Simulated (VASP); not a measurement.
Input of a VASP 6.6.1 run:

The input INCAR:

```
SYSTEM = Hf
PREC = Accurate ; ENCUT = 520
EDIFF = 1E-6 ; ISMEAR = 0
SIGMA = 0.1 ; LREAL = .False.
LASPH = .True. ; NELM = 60
ALGO = Normal ; ISIF = 2
LWAVE = .False. ; LCHARG = .True.
GGA = PE ; LELF = .True.
LVHAR = .True. ; NBANDS = 11
```

The input KPOINTS:

```
regular mesh
0
Gamma
  16 16 16
  0 0 0
```

Contents of POSCAR:

```
Hf
1.0
   -1.8070726712      1.8070726712      1.8070726712
    1.8070726712     -1.8070726712      1.8070726712
    1.8070726712      1.8070726712     -1.8070726712
Hf
1
Direct
    0.0000000000      0.0000000000      0.0000000000
```

Potentials or basis: VASP PAW PBE potentials, release 64 (Hf_pv).

Launch:

```bash
$ cat potpaw_PBE.64/Hf_pv/POTCAR > POTCAR
$ mpirun -np 1 vasp_std > vasp.out
```

(1) What does it give for the pressure?

(2) Predict the band gap on the k mesh.

Answers

(1) -5.7 GPa.

(2) zero (band 5 reaches 5.71 eV, above the bottom of band 6 at 3.53 eV).

Caveat: spin-orbit coupling is left out, which moves the levels of the heavy elements.
